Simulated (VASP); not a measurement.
The system is TaN.

```
Ta N
1.0
     5.19100    0.00000    0.00000
    -2.59550    4.49554    0.00000
     0.00000    0.00000    2.90800
Ta N
3 3
Direct
  0.00000 0.00000 0.00000
  0.33333 0.66667 0.50000
  0.66667 0.33333 0.50000
  0.50000 0.00000 0.00000
  0.50000 0.50000 0.00000
  0.00000 0.50000 0.00000
```

Program: VASP 6.6.1. Alike in all runs: task single point; level LDA; potentials or basis VASP PAW LDA potentials, release 64 (Ta_pv, N); no spin polarisation; cell as given; cutoff (eV) 520; smearing fermi-dirac 0.1 eV. Hardware: 1 thread of AMD EPYC 7R13, on a shared host.

**Question.** Order these runs on this cell by their wall time, lowest first.
A. k mesh 2 × 2 × 3
B. k mesh 4 × 4 × 6
C. k mesh 6 × 6 × 10

**Answer.** A (22 s), B (85 s), C (190 s).

Caveats: some runs use coarse meshes.
